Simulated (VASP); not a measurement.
# KF (Amm2) in VASP: further runs

Runs on KF. Level: PBE. Tasks: single point.

Program: VASP 6.6.1. These are calculated values, not measurements. Logs are shortened: lines on timing, memory, paths and dates and some standing lists are left out, and cuts for length are marked.

### Step 1. The cell of the first run

Symmetry: Amm2, No. 38, orthorhombic system. Conventional cell: a = 3.259 Å, b = 4.609 Å, c = 4.609 Å, α = 90.00°, β = 90.00°, γ = 90.00°. Within 3.4 Å of K (site symmetry mm2) lie 8 F at 2.58 to 3.07 Å and 6 K at 3.26 Å. F (site symmetry mm2) has 8 K at 2.58 to 3.07 Å and 6 F at 3.26 Å within 3.4 Å.

### Step 2. Single point, PBE (all F atoms moved -0.300 Å, as atom 2 along Cartesian [1 -1 0])

Contents of INCAR:

```
  ALGO = Normal
  EDIFF = 1E-7
  ENCUT = 520
  GGA = PE
  ISIF = 2
  ISMEAR = 0
  LASPH = T
  LCHARG = F
  LREAL = F
  LWAVE = F
  NBANDS = 15
  NELM = 60
  PREC = Accurate
  SIGMA = 0.05
```

Contents of KPOINTS:

```
k-points
0
Gamma
  8 8 8
```

Contents of POSCAR:

```
KF
1.0
    3.2589550000      0.0000000000      0.0000000000
    0.0000000000      3.2589550000      0.0000000000
    0.0000000000      0.0000000000      3.2589550000
K F
1 1
Direct
    0.0000000000      0.0000000000      0.0000000000
    0.4349079584      0.5650920416      0.5000000000
```

Potentials or basis: VASP PAW PBE potentials, release 64 (K_sv, F).

Launch:

```sh
> cat potpaw_PBE.64/K_sv/POTCAR potpaw_PBE.64/F/POTCAR > POTCAR
> mpirun -np 1 vasp_std > vasp.out
```

OUTCAR:

```text
EDIFF = 1E-7
   ENCUT = 520
   GGA = PE
   ISIF = 2
   ISMEAR = 0
   LASPH = T
   LREAL = F
   NELM = 60
   PREC = Accurate

 ion  position               nearest neighbor table
   1  0.000  0.000  0.000-   2 2.58   2 2.58   2 2.84   2 2.84   2 2.84   2 2.84
   2  0.435  0.565  0.500-   1 2.58   1 2.58   1 2.84   1 2.84   1 2.84   1 2.84

  LATTYP: Found a simple cubic cell.
 ALAT       =     3.2589550000

  Lattice vectors:

 A1 = (   3.2589550000,   0.0000000000,   0.0000000000)
 A2 = (   0.0000000000,   3.2589550000,   0.0000000000)
 A3 = (   0.0000000000,   0.0000000000,   3.2589550000)

Analysis of symmetry for initial positions (statically):
=====================================================================
 Subroutine PRICEL returns:
 Original cell was already a primitive cell.

 Routine SETGRP: Setting up the symmetry group for a
 simple cubic supercell.

 Subroutine GETGRP returns: Found  4 space group operations
 (whereof  4 operations were pure point group operations)
 out of a pool of 48 trial point group operations.

The static configuration has the point symmetry C_2v.

Analysis of symmetry for dynamics (positions and initial velocities):
=====================================================================
 Subroutine PRICEL returns:
 Original cell was already a primitive cell.

 Routine SETGRP: Setting up the symmetry group for a
 simple cubic supercell.

 Subroutine GETGRP returns: Found  4 space group operations
 (whereof  4 operations were pure point group operations)
 out of a pool of 48 trial point group operations.

The dynamic configuration has the point symmetry C_2v.

 Subroutine INISYM returns: Found  4 space group operations
 (whereof  4 operations are pure point group operations),
 and found     1 'primitive' translations

----------------------------------------------------------------------------------------

                                     Primitive cell

  volume of cell :      34.6127

  direct lattice vectors                    reciprocal lattice vectors
     3.258955000  0.000000000  0.000000000     0.306846827  0.000000000  0.000000000
     0.000000000  3.258955000  0.000000000     0.000000000  0.306846827  0.000000000
     0.000000000  0.000000000  3.258955000     0.000000000  0.000000000  0.306846827

  length of vectors
     3.258955000  3.258955000  3.258955000     0.306846827  0.306846827  0.306846827

  position of ions in fractional coordinates (direct lattice)
     0.000000000  0.000000000  0.000000000
     0.434907958  0.565092042  0.500000000

  ion indices of the primitive-cell ions
   primitive index   ion index
                 1           1
                 2           2

----------------------------------------------------------------------------------------

 KPOINTS: k-points

Automatic generation of k-mesh.
 Grid dimensions read from file:
 generate k-points for:    8    8    8

 Generating k-lattice:

  Cartesian coordinates                     Fractional coordinates (reciprocal lattice)
     0.038355853  0.000000000  0.000000000     0.125000000  0.000000000  0.000000000
     0.000000000  0.038355853  0.000000000     0.000000000  0.125000000  0.000000000
     0.000000000  0.000000000  0.038355853     0.000000000  0.000000000  0.125000000

  Length of vectors
     0.038355853  0.038355853  0.038355853

  Shift w.r.t. Gamma in fractional coordinates (k-lattice)
     0.000000000  0.000000000  0.000000000

 Subroutine IBZKPT returns following result:
 ===========================================

 Found    105 irreducible k-points:

 Following reciprocal coordinates:
            Coordinates               Weight
  0.000000  0.000000  0.000000      1.000000
  0.125000  0.000000  0.000000      4.000000
  0.000000  0.000000  0.125000      2.000000
  0.250000  0.000000  0.000000      4.000000
  0.000000  0.000000  0.250000      2.000000
  0.375000  0.000000  0.000000      4.000000
[... 16 lines left out ...]
  0.125000  0.000000  0.500000      4.000000
  0.250000  0.250000  0.000000      2.000000
 [... further k-points ...]
   k-points           NKPTS =    105   k-points in BZ     NKDIM =    105   number of bands    NBANDS=     15
   number of dos      NEDOS =    301   number of ions     NIONS =      2
   total plane-waves  NPLWV =  13824
   dimension x,y,z NGX =    24 NGY =   24 NGZ =   24
   dimension x,y,z NGXF=    48 NGYF=   48 NGZF=   48
   ions per type =               1   1
   NGX,Y,Z   is equivalent  to a cutoff of  12.24, 12.24, 12.24 a.u.
   NGXF,Y,Z  is equivalent  to a cutoff of  24.49, 24.49, 24.49 a.u.
 SYSTEM =  unknown system
   PREC   = accura    normal or accurate (medium, high low for compatibility)
   ISTART =      0    job   : 0-new  1-cont  2-samecut
   ICHARG =      2    charge: 1-file 2-atom 10-const
   ISPIN  =      1    spin polarized calculation?
   LNONCOLLINEAR =      F non collinear calculations
   LSORBIT =      F    spin-orbit coupling
   LASPH  =      T    aspherical Exc in radial PAW
   ENCUT  =  520.0 eV  38.22 Ry    6.18 a.u.   6.06  6.06  6.06*2*pi/ulx,y,z
   NELM   =     60;   NELMIN=  2; NELMDL= -5     # of ELM steps
   EDIFF  = 0.1E-06   stopping-criterion for ELM
   LREAL  =      F    real-space projection
   EDIFFG = 0.1E-05   stopping-criterion for IOM
   NSW    =      0    number of steps for IOM
   IBRION =     -1    ionic relax: 0-MD 1-quasi-New 2-CG
   NFREE  =      0    steps in history (QN), initial steepest desc. (CG)
   ISIF   =      2    stress and relaxation
   ISYM   =      2    0-nonsym 1-usesym 2-fastsym
   POTIM  = 0.5000    time-step for ionic-motion
   TEBEG  =    0.0;   TEEND  =   0.0 temperature during run
   PSTRESS=    0.0 pullay stress
   NELECT =      16.0000    total number of electrons
   NUPDOWN=      -1.0000    fix difference up-down
   EMIN   =  10.00;   EMAX   =-10.00  energy-range for DOS
   EFERMI =   0.00;   METHOD = LEGACY
   ISMEAR =     0;   SIGMA  =   0.05  broadening in eV -4-tet -1-fermi 0-gaus
   EFERMI_NEDOS =   21; number of points for ismear=-14 and -15
   IALGO  =     38    algorithm
   IMIX   =      4    mixing-type and parameters
     AMIX     =   0.40;   BMIX     =  1.00
     AMIX_MAG =   1.60;   BMIX_MAG =  1.00
  volume/ion in A,a.u.               =      17.31       116.79
  Fermi-wavevector in a.u.,A,eV,Ry     =   1.265814  2.392041 21.800402  1.602284
  Thomas-Fermi vector in A             =   2.399047
   LORBIT       =      0    0 simple, 1 ext, 2 COOP (PROOUT), +10 PAW based schemes
   GGA     = PE    functional components
   LHFCALC =     F    Hartree Fock is set to
   AEXX    =    0.0000 exact exchange contribution
   IVDW    =     0    specifies the selected vdW correction
   LEPSILON=     F    determine dielectric tensor
   LRPA    =     F    only Hartree local field effects (RPA)
 non-spin polarized calculation
 Gauss-broadening in eV      SIGMA  =   0.05
  energy-cutoff  :      520.00
  volume of cell :       34.61
 maximum number of plane-waves:       952
   NGX = 13   NGY = 13   NGZ = 13

 number of electron      15.9999995 magnetization

 Free energy of the ion-electron system (eV)
  ---------------------------------------------------
  ext. energy  EPLUGINS =         0.00000000
  ---------------------------------------------------
  free energy    TOTEN  =        -8.05265698 eV

  energy without entropy =       -8.05265698  energy(sigma->0) =       -8.05265698

 E-fermi :  -1.7550     XC(G=0):  -9.0007

 val. band max:       -2.1005282698   @ k =   0.0000   0.5000   0.5000
 cond. band min:       4.1883805759   @ k =   0.0000   0.0000   0.0000
 fundamental gap:      6.2889088457
 Fermi energy:        -1.7550214767

 k-point     1 :       0.0000    0.0000    0.0000
  band No.  band energies     occupation
      1     -28.9996      2.00000
      2     -20.9791      2.00000
      3     -12.0317      2.00000
      4     -12.0297      2.00000
      5     -12.0228      2.00000
      6      -2.1802      2.00000
      7      -2.1333      2.00000
      8      -2.1318      2.00000
      9       4.1884      0.00000
     10       6.3450      0.00000
     11       6.4515      0.00000
     12      11.8443      0.00000
     13      11.8495      0.00000
     14      11.8700      0.00000
     15      17.5889      0.00000

 k-point     2 :       0.1250    0.0000    0.0000
  band No.  band energies     occupation
      1     -28.9813      2.00000
      2     -20.9832      2.00000
      3     -12.1358      2.00000
      4     -12.0133      2.00000
      5     -12.0114      2.00000
      6      -2.3531      2.00000
      7      -2.1566      2.00000
      8      -2.1502      2.00000
      9       4.5992      0.00000
     10       6.4747      0.00000
     11       6.7626      0.00000
     12      11.5607      0.00000
     13      11.5716      0.00000
     14      11.9140      0.00000
     15      17.1817      0.00000

 k-point     3 :       0.0000    0.0000    0.1250
  band No.  band energies     occupation
      1     -28.9809      2.00000
      2     -20.9851      2.00000
      3     -12.1354      2.00000
      4     -12.0166      2.00000
      5     -12.0058      2.00000
      6      -2.3377      2.00000
      7      -2.1846      2.00000
      8      -2.1352      2.00000
      9       4.5905      0.00000
     10       6.5456      0.00000
     11       6.6778      0.00000
     12      11.5250      0.00000
     13      11.5808      0.00000
     14      11.9521      0.00000
     15      17.4957      0.00000
[... 343 lines left out ...]
 k-point    23 :       0.1250    0.0000    0.5000
  band No.  band energies     occupation
      1     -28.8541      2.00000
      2     -21.0095      2.00000
      3     -12.6895      2.00000
      4     -12.0701      2.00000
      5     -11.9168      2.00000
      6      -3.1583      2.00000
      7      -2.3115      2.00000
      8      -2.1992      2.00000
      9       7.1694      0.00000
     10       7.7100      0.00000
     11       8.1297      0.00000
     12      10.1815      0.00000
     13      11.0301      0.00000
     14      11.7070      0.00000
     15      14.5826      0.00000

 k-point    24 :       0.2500    0.2500    0.0000
  band No.  band energies     occupation
      1     -28.8787      2.00000
      2     -20.9765      2.00000
      3     -12.4473      2.00000
      4     -12.3140      2.00000
      5     -11.9246      2.00000
      6      -2.7466      2.00000
      7      -2.4300      2.00000
      8      -2.1869      2.00000
      9       6.3976      0.00000
     10       7.3580      0.00000
     11       8.3754      0.00000
     12      10.0495      0.00000
     13      10.6126      0.00000
     14      11.2690      0.00000
     15      16.3769      0.00000

 [... further k-points ...]
[... 5 lines left out ...]
  --------------------------------------------------------------------------------------
  -------------------------------------------------------------------------------------
  Total        0.2501535      0.2501535      0.2914050     -0.2369293      0.0000000      0.0000000
  in kB       11.5792924     11.5792924     13.4887756    -10.9671601      0.0000000      0.0000000
  external PRESSURE =      12.2157868 kB  Pullay stress =       0.0000000 kB

 VOLUME and BASIS-vectors are now :
 -----------------------------------------------------------------------------
  energy-cutoff  :      520.00
  volume of cell :       34.61
      direct lattice vectors                 reciprocal lattice vectors
     3.258955000  0.000000000  0.000000000     0.306846827  0.000000000  0.000000000
     0.000000000  3.258955000  0.000000000     0.000000000  0.306846827  0.000000000
     0.000000000  0.000000000  3.258955000     0.000000000  0.000000000  0.306846827

 POSITION                                       TOTAL-FORCE (eV/Angst)
 -----------------------------------------------------------------------------------
      0.00000      0.00000      0.00000        -0.221505      0.221505      0.000000
      1.41735      1.84161      1.62948         0.221505     -0.221505      0.000000
 -----------------------------------------------------------------------------------
    total drift:                               -0.000333      0.000333     -0.000000

  FREE ENERGIE OF THE ION-ELECTRON SYSTEM (eV)
  ---------------------------------------------------
  free  energy   TOTEN  =        -8.0526569791 eV

  energy  without entropy=       -8.0526569791  energy(sigma->0) =       -8.05265698
```

It took 61 s on 1 thread of Intel Xeon 8259CL, shared host; peak memory 0.17 GiB.

What came out:

```yaml
Free_energy: -8.0527 eV
Pressure: 1.2 GPa
Largest_force: 0.313 eV/Å
Band_gap_on_the_k_mesh: 6.29 eV (least direct gap 6.32 eV)
```

Forces in eV/Å, atoms in the order of the input:
```
K   -0.222  0.222  0.000
F    0.222 -0.222  0.000
```

Levels at points of the mesh, in eV from the valence-band top:
```
           k point  band 5  band 6  band 7  band 8  band 9  band 10  band 11  band 12
(0.00, 0.00, 0.00)   -9.92   -0.08   -0.03   -0.03    6.29     8.45     8.55    13.94
(0.50, 0.00, 0.00)   -9.82   -1.16   -0.15   -0.11    9.31     9.50    10.76    12.51
(0.00, 0.00, 0.50)   -9.83   -1.15   -0.14   -0.12    9.32     9.34    10.65    12.19
(0.50, 0.50, 0.00)   -9.73   -0.59   -0.58   -0.02    8.45     9.15    11.96    12.10
(0.00, 0.50, 0.50)   -9.75   -0.57   -0.57    0.00    8.62     9.10    11.92    12.00
(0.50, 0.50, 0.50)  -10.51   -1.00   -0.95   -0.93   10.30    10.46    10.52    15.27
```

Caveat: the cell differs from its parent crystal (all F atoms moved -0.300 Å, as atom 2 along Cartesian [1 -1 0]).

### Step 3. Single point, PBE (all F atoms moved +0.225 Å, as atom 2 along Cartesian [1 -1 0])

Contents of INCAR:

```
SYSTEM = KF
PREC = Accurate
ENCUT = 520
EDIFF = 1E-7
ISMEAR = 0
SIGMA = 0.05
LREAL = .False.
LASPH = .True.
NELM = 80
ALGO = Normal
ISIF = 2
LWAVE = .False.
LCHARG = .False.
GGA = PE
NBANDS = 15
```

Contents of KPOINTS:

```
regular mesh
0
Gamma
  8 8 8
  0 0 0
```

POSCAR: that of step 2 with these lines changed.

```diff
@@ -9,2 +9,2 @@
     0.0000000000      0.0000000000      0.0000000000
-    0.4349079584      0.5650920416      0.5000000000
+    0.5488190312      0.4511809688      0.5000000000
```

Potentials or basis: VASP PAW PBE potentials, release 64 (K_sv, F).

Launch:

```sh
> cat potpaw_PBE.64/K_sv/POTCAR potpaw_PBE.64/F/POTCAR > POTCAR
> mpirun -np 1 vasp_std > vasp.out
```

Run time: 57 s. Hardware: 1 thread of Intel Xeon 8259CL, shared host; peak memory 0.17 GiB.

The run converged. Its results:

```yaml
Free_energy: -8.0721 eV
Pressure: 0.7 GPa
Largest_force: 0.208 eV/Å
Band_gap_on_the_k_mesh: 6.28 eV (least direct gap 6.31 eV)
```

Forces on the atoms (eV/Å):
```
K    0.147 -0.147  0.000
F   -0.147  0.147  0.000
```

Stress tensor (GPa, compression positive):
```
 0.64 -0.62  0.00
-0.62  0.64  0.00
 0.00  0.00  0.72
```

Levels at points of the mesh, in eV from the valence-band top:
```tsv
k point	band 4	band 5	band 6	band 7	band 8	band 9	band 10	band 11	band 12	band 13
(0.00, 0.00, 0.00)	-9.98	-9.98	-0.07	-0.04	-0.04	6.28	8.38	8.44	13.89	13.89
(0.50, 0.00, 0.00)	-9.88	-9.87	-1.19	-0.16	-0.13	9.30	9.43	10.80	12.47	12.47
(0.00, 0.00, 0.50)	-9.88	-9.88	-1.18	-0.15	-0.13	9.32	9.33	10.73	12.27	12.76
(0.50, 0.50, 0.00)	-10.73	-9.79	-0.60	-0.59	-0.01	8.46	9.07	11.92	12.00	14.22
(0.00, 0.50, 0.50)	-10.74	-9.80	-0.59	-0.59	0.00	8.55	9.04	11.90	11.94	14.24
(0.50, 0.50, 0.50)	-10.56	-10.56	-1.01	-0.98	-0.97	10.35	10.45	10.48	15.24	15.48
```

Caveat: the cell differs from its parent crystal (all F atoms moved +0.225 Å, as atom 2 along Cartesian [1 -1 0]).

### Step 4. Single point, PBE (all F atoms moved -0.150 Å, as atom 2 along Cartesian [1 -1 0])

Contents of INCAR:

```
SYSTEM = KF
PREC = Accurate
ENCUT = 520
EDIFF = 1E-6
ISMEAR = 0
SIGMA = 0.05
LREAL = .FALSE.
LASPH = .TRUE.
NELM = 100
ALGO = Normal
ISIF = 2
LWAVE = .FALSE.
LCHARG = .FALSE.
GGA = PE
NBANDS = 15
```

Contents of KPOINTS:

```
regular mesh
0
G
  8 8 8
  0 0 0
```

POSCAR: that of step 3 with these lines changed.

```diff
@@ -9,2 +9,2 @@
     0.0000000000      0.0000000000      0.0000000000
-    0.5488190312      0.4511809688      0.5000000000
+    0.4674539792      0.5325460208      0.5000000000
```

Launch:

```sh
> cat potpaw_PBE.64/K_sv/POTCAR potpaw_PBE.64/F/POTCAR > POTCAR
> mpirun -np 1 vasp_std > vasp.out
```

It took 61 s on 1 thread of Intel Xeon 8259CL, shared host; peak memory 0.17 GiB.

Results (log left out):

```
Free energy            : -8.0845 eV
Pressure               : 0.3 GPa
Largest force          : 0.127 eV/Å
Band gap on the k mesh : 6.26 eV (least direct gap 6.31 eV)
```

Forces on the atoms (eV/Å):
```
K   -0.090  0.090  0.000
F    0.090 -0.090  0.000
```

Stress tensor (GPa, compression positive):
```
 0.27 -0.27  0.00
-0.27  0.27  0.00
 0.00  0.00  0.30
```

Levels at points of the mesh, in eV from the valence-band top:
| k point | band 5 | band 6 | band 7 | band 8 | band 9 | band 10 | band 11 | band 12 |
| --- | --- | --- | --- | --- | --- | --- | --- | --- |
| (0.00, 0.00, 0.00) | -10.02 | -0.06 | -0.05 | -0.05 | 6.26 | 8.33 | 8.36 | 13.85 |
| (0.50, 0.00, 0.00) | -9.91 | -1.20 | -0.16 | -0.15 | 9.29 | 9.38 | 10.84 | 12.43 |
| (0.00, 0.00, 0.50) | -9.91 | -1.20 | -0.16 | -0.15 | 9.30 | 9.34 | 10.80 | 12.34 |
| (0.50, 0.50, 0.00) | -9.83 | -0.61 | -0.61 | -0.01 | 8.46 | 9.02 | 11.88 | 11.92 |
| (0.00, 0.50, 0.50) | -9.83 | -0.61 | -0.60 | 0.00 | 8.50 | 9.00 | 11.88 | 11.90 |
| (0.50, 0.50, 0.50) | -10.60 | -1.02 | -1.01 | -1.01 | 10.39 | 10.43 | 10.45 | 15.22 |

Caveat: the cell differs from its parent crystal (all F atoms moved -0.150 Å, as atom 2 along Cartesian [1 -1 0]). A k mesh can miss the band edges.

### Step 5. Summary

```tsv
cell	gap on the mesh (eV)	pressure (GPa)	largest force (eV/Å)
as given, atomic positions A	6.29	1.2	0.31
as given, atomic positions B	6.28	0.7	0.21
as given, atomic positions C	6.26	0.3	0.13
```

Alike in all rows: task single point; level PBE; potentials or basis VASP PAW PBE potentials, release 64 (K_sv, F); no spin polarisation; k mesh 8 × 8 × 8; cutoff (eV) 520; smearing gaussian 0.05 eV.

Total energies depend on the potentials used, so only differences within one code and one set of settings carry meaning.
